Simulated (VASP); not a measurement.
# Ba (P6/mmm) in VASP: a series of runs, part 2 of 2

VASP 6.6.1. Earlier steps stand in the parts before.

### Step 3. Single point, PBEsol

File INCAR:

```
ALGO = Normal
EDIFF = 1E-7
ENCUT = 520
GGA = PS
ISIF = 2
ISMEAR = 1
LASPH = True
LCHARG = False
LREAL = False
LWAVE = False
NBANDS = 17
NELM = 60
PREC = Accurate
SIGMA = 0.05
```

File KPOINTS:

```
k-points
0
Gamma
  2 2 3
```

File POSCAR:

```
Ba
1.0
    6.9960700000      0.0000000000      0.0000000000
   -3.4980350000      6.0587743467      0.0000000000
    0.0000000000      0.0000000000      3.9093900000
Ba
2
Direct
    0.3333333333      0.6666666667      0.5000000000
    0.6666666667      0.3333333333      0.5000000000
```

Potentials or basis: VASP PAW PBE potentials, release 64 (Ba_sv).

On the command line:

```bash
> cat potpaw_PBE.64/Ba_sv/POTCAR > POTCAR
> mpirun -np 1 vasp_std > vasp.out
```

OUTCAR:

```text
EDIFF = 1E-7
   ENCUT = 520
   GGA = PS
   ISIF = 2
   ISMEAR = 1
   LASPH = True
   LREAL = False
   NELM = 60
   PREC = Accurate

 ion  position               nearest neighbor table
   1  0.333  0.667  0.500-   2 4.04   2 4.04   2 4.04
   2  0.667  0.333  0.500-   1 4.04   1 4.04   1 4.04

  LATTYP: Found a hexagonal cell.
 ALAT       =     6.9960700000
 C/A-ratio  =     0.5587980109

  Lattice vectors:

 A1 = (   6.9960700000,   0.0000000000,   0.0000000000)
[... 242 lines left out ...]
     17       3.2711      0.00000

------------------------ aborting loop because EDIFF is reached ----------------------------------------

  FORCE on cell =-STRESS in cart. coord.  units (eV):
  Direction    XX          YY          ZZ          XY          YZ          ZX
  --------------------------------------------------------------------------------------
  -------------------------------------------------------------------------------------
  Total        0.1897589      0.1897589      0.8647704      0.0000000     -0.0000000      0.0000000
  in kB        1.8346993      1.8346993      8.3611014      0.0000000     -0.0000000      0.0000000
  external PRESSURE =       4.0101667 kB  Pullay stress =       0.0000000 kB

 VOLUME and BASIS-vectors are now :
 -----------------------------------------------------------------------------
  energy-cutoff  :      520.00
  volume of cell :      165.71
      direct lattice vectors                 reciprocal lattice vectors
     6.996070000  0.000000000  0.000000000     0.142937392  0.082524942  0.000000000
    -3.498035000  6.058774347  0.000000000     0.000000000  0.165049883  0.000000000
     0.000000000  0.000000000  3.909390000     0.000000000  0.000000000  0.255794382

 POSITION                                       TOTAL-FORCE (eV/Angst)
 -----------------------------------------------------------------------------------
     -0.00000      4.03918      1.95470        -0.000000      0.000000      0.000000
      3.49804      2.01959      1.95470         0.000000     -0.000000      0.000000
 -----------------------------------------------------------------------------------
    total drift:                               -0.000000      0.000000     -0.000000

  FREE ENERGIE OF THE ION-ELECTRON SYSTEM (eV)
  ---------------------------------------------------
  free  energy   TOTEN  =        -2.6175603495 eV

  energy  without entropy=       -2.6052297163  energy(sigma->0) =       -2.61345014
```

OSZICAR:

```text
N       E                     dE             d eps       ncg     rms          rms(c)
DAV:   1     0.167215846170E+03    0.16722E+03   -0.81584E+03   136   0.940E+02
DAV:   2     0.975091086647E+01   -0.15746E+03   -0.15295E+03   230   0.183E+02
DAV:   3    -0.248988708552E+01   -0.12241E+02   -0.12142E+02   165   0.596E+01
DAV:   4    -0.271735440202E+01   -0.22747E+00   -0.22687E+00   240   0.715E+00
DAV:   5    -0.271817157665E+01   -0.81717E-03   -0.81710E-03   159   0.639E-01    0.248E+00
DAV:   6    -0.262493132313E+01    0.93240E-01   -0.17088E-01   192   0.116E+00    0.115E+00
DAV:   7    -0.261964689394E+01    0.52844E-02   -0.50803E-02   174   0.805E-01    0.351E-01
DAV:   8    -0.261747453710E+01    0.21724E-02   -0.28871E-03   216   0.184E-01    0.277E-01
DAV:   9    -0.261748100770E+01   -0.64706E-05   -0.26832E-03   183   0.284E-01    0.289E-02
DAV:  10    -0.261753477256E+01   -0.53765E-04   -0.12006E-04   216   0.470E-02    0.188E-02
DAV:  11    -0.261756073059E+01   -0.25958E-04   -0.40760E-05   174   0.264E-02    0.572E-03
DAV:  12    -0.261756056272E+01    0.16787E-06   -0.78654E-07   176   0.483E-03    0.183E-03
DAV:  13    -0.261756031971E+01    0.24301E-06   -0.13892E-07   136   0.218E-03    0.347E-04
DAV:  14    -0.261756034952E+01   -0.29809E-07   -0.42556E-09    94   0.492E-04
   1 F= -.26175603E+01 E0= -.26134501E+01  d E =-.123306E-01
```

stdout:

```text
POSCAR found type information on POSCAR Ba
 POSCAR found :  1 types and       2 ions
 scaLAPACK will be used
 -----------------------------------------------------------------------------
|                                                                             |
|                                                                             |
|     You enforced a specific xc type in the INCAR file but a different       |
|     I HOPE YOU KNOW WHAT YOU ARE DOING!                                     |
|                                                                             |
 -----------------------------------------------------------------------------

 LDA part: xc-table for (Slater+PW92), standard interpolation
 POSCAR, INCAR and KPOINTS ok, starting setup
 FFT: planning ... GRIDC
 FFT: planning ... GRID_SOFT
 FFT: planning ... GRID
 WAVECAR not read
 entering main loop
```

Run time: 11 s. Hardware: 1 thread of Intel Xeon 6975P-C (Granite Rapids), shared host; peak memory 0.26 GiB.

Results:

| Quantity | Value |
| --- | --- |
| Free energy | -2.6176 eV |
| Pressure | 0.4 GPa |
| Band gap on the k mesh | zero (band 10 reaches 0.55 eV, above the bottom of band 11 at 0.30 eV) |

Caveat: the k points lie up to 0.54 Å⁻¹ apart; the PAW data sets were made with another functional, which shifts forces and pressure a little; spin-orbit coupling is left out, which moves the levels of the heavy elements.

### Step 4. Single point, PBEsol

File INCAR:

```
SYSTEM = Ba
ALGO = Normal
EDIFF = 1E-6
ENCUT = 520
GGA = PS
ISIF = 2
ISMEAR = 1
LASPH = .True.
LCHARG = .True.
LELF = .True.
LREAL = .False.
LVHAR = .True.
LWAVE = .False.
NBANDS = 17
NELM = 100
PREC = Accurate
SIGMA = 0.05
```

File KPOINTS:

```
k-points
0
Gamma
  3 3 4
  0 0 0
```

POSCAR is that of step 3.

On the command line:

```bash
> cat potpaw_PBE.64/Ba_sv/POTCAR > POTCAR
> mpirun -np 1 vasp_std > vasp.out
```

Wall time 17 s (1 thread of Intel Xeon 6975P-C (Granite Rapids), shared host); peak memory 0.27 GiB.

Results (log left out):

```yaml
Free_energy: -2.7595 eV
Pressure: -0.3 GPa
Band_gap_on_the_k_mesh: zero (band 10 reaches 0.94 eV, above the bottom of band 11 at 0.12 eV)
```

Stress tensor (GPa, compression positive):
```
-0.10  0.00  0.00
 0.00 -0.10  0.00
 0.00  0.00 -0.67
```

Levels at points of the mesh, in eV from the Fermi level:
```tsv
k point	band 8	band 9	band 10	band 11	band 12	band 13
(0.00, 0.00, 0.00)	-14.02	-2.31	0.00	0.15	0.67	0.67
(0.00, 0.00, 0.50)	-14.26	-0.29	-0.29	-0.25	1.01	1.33
```

Caveat: the k points lie up to 0.40 Å⁻¹ apart; the PAW data sets were made with another functional, which shifts forces and pressure a little; spin-orbit coupling is left out, which moves the levels of the heavy elements.

### Step 5. Single point, PBEsol

File INCAR:

```
ALGO = Normal
EDIFF = 1E-7
ENCUT = 520
GGA = PS
ISIF = 2
ISMEAR = 1
LASPH = True
LCHARG = False
LREAL = False
LWAVE = False
NBANDS = 17
NELM = 60
PREC = Accurate
SIGMA = 0.05
```

File KPOINTS:

```
k-points
0
Gamma
  3 3 5
```

POSCAR is that of step 4.

Potentials or basis: VASP PAW PBE potentials, release 64 (Ba_sv).

On the command line:

```bash
> cat potpaw_PBE.64/Ba_sv/POTCAR > POTCAR
> mpirun -np 1 vasp_std > vasp.out
```

OUTCAR:

```text
EDIFF = 1E-7
   ENCUT = 520
   GGA = PS
   ISIF = 2
   ISMEAR = 1
   LASPH = True
   LREAL = False
   NELM = 60
   PREC = Accurate

 ion  position               nearest neighbor table
   1  0.333  0.667  0.500-   2 4.04   2 4.04   2 4.04
   2  0.667  0.333  0.500-   1 4.04   1 4.04   1 4.04

  LATTYP: Found a hexagonal cell.
 ALAT       =     6.9960700000
 C/A-ratio  =     0.5587980109

  Lattice vectors:

 A1 = (   6.9960700000,   0.0000000000,   0.0000000000)
 A2 = (  -3.4980350000,   6.0587743467,   0.0000000000)
 A3 = (   0.0000000000,   0.0000000000,   3.9093900000)

Analysis of symmetry for initial positions (statically):
=====================================================================
 Subroutine PRICEL returns:
 Original cell was already a primitive cell.

 Routine SETGRP: Setting up the symmetry group for a
 hexagonal supercell.

 Subroutine GETGRP returns: Found 24 space group operations
 (whereof 24 operations were pure point group operations)
 out of a pool of 24 trial point group operations.

The static configuration has the point symmetry D_6h.

Analysis of symmetry for dynamics (positions and initial velocities):
[... 143 lines left out ...]

 E-fermi :   0.4892     XC(G=0):  -6.4805

 val. band max:        0.4841986501   @ k =   0.3333   0.0000   0.4000
 cond. band min:       0.5599733805   @ k =   0.3333   0.0000   0.2000
 fundamental gap:      0.0757747305
 Fermi energy:         0.4892429700

 k-point     1 :       0.0000    0.0000    0.0000
  band No.  band energies     occupation
      1     -28.7899      2.00000
      2     -28.7208      2.00000
      3     -14.1626      2.00000
      4     -14.1626      2.00000
      5     -13.7695      2.00000
      6     -13.7695      2.00000
[... 157 lines left out ...]
      4     -14.1551      2.00000
      5     -14.1157      2.00000
      6     -13.8870      2.00000
[... 9 lines left out ...]
     16       3.3893      0.00000
     17       3.3949      0.00000

------------------------ aborting loop because EDIFF is reached ----------------------------------------

  FORCE on cell =-STRESS in cart. coord.  units (eV):
  Direction    XX          YY          ZZ          XY          YZ          ZX
  --------------------------------------------------------------------------------------
  -------------------------------------------------------------------------------------
  Total       -0.3746281     -0.3746281     -0.8299733      0.0000000      0.0000000      0.0000000
  in kB       -3.6221216     -3.6221216     -8.0246628      0.0000000      0.0000000      0.0000000
  external PRESSURE =      -5.0896353 kB  Pullay stress =       0.0000000 kB

 VOLUME and BASIS-vectors are now :
 -----------------------------------------------------------------------------
  energy-cutoff  :      520.00
  volume of cell :      165.71
      direct lattice vectors                 reciprocal lattice vectors
     6.996070000  0.000000000  0.000000000     0.142937392  0.082524942  0.000000000
    -3.498035000  6.058774347  0.000000000     0.000000000  0.165049883  0.000000000
     0.000000000  0.000000000  3.909390000     0.000000000  0.000000000  0.255794382

 POSITION                                       TOTAL-FORCE (eV/Angst)
 -----------------------------------------------------------------------------------
     -0.00000      4.03918      1.95470        -0.000000      0.000000      0.000000
      3.49804      2.01959      1.95470         0.000000     -0.000000      0.000000
 -----------------------------------------------------------------------------------
    total drift:                               -0.000000      0.000000     -0.000000

  FREE ENERGIE OF THE ION-ELECTRON SYSTEM (eV)
  ---------------------------------------------------
  free  energy   TOTEN  =        -2.7116036733 eV

  energy  without entropy=       -2.7087155004  energy(sigma->0) =       -2.71064095
```

Run time: 16 s. Hardware: 1 thread of Intel Xeon 6975P-C (Granite Rapids), shared host; peak memory 0.27 GiB.

Results:

| Property | Result |
| --- | --- |
| Free energy | -2.7116 eV |
| Pressure | -0.5 GPa |
| Band gap on the k mesh | zero (band 10 reaches 1.18 eV, above the bottom of band 11 at 0.14 eV) |

Stress tensor (GPa, compression positive):
```
-0.36  0.00  0.00
 0.00 -0.36  0.00
 0.00  0.00 -0.80
```

Caveat: the PAW data sets were made with another functional, which shifts forces and pressure a little; spin-orbit coupling is left out, which moves the levels of the heavy elements.

### Step 6. Summary

```csv
k mesh,gap on the mesh (eV),pressure (GPa)
2 × 2 × 2,none,-1.4
2 × 2 × 3,none,0.4
3 × 3 × 4,none,-0.3
3 × 3 × 5,none,-0.5
```

Alike in all rows: task single point; level PBEsol; potentials or basis VASP PAW PBE potentials, release 64 (Ba_sv); no spin polarisation; cell as given; cutoff (eV) 520; smearing methfessel-paxton 0.05 eV.

Caveats: some runs use coarse meshes; the PAW data sets were made with another functional, which shifts forces and pressure a little; spin-orbit coupling is left out, which moves the levels of the heavy elements.

Absolute energies hang on the potentials; compare differences alone.
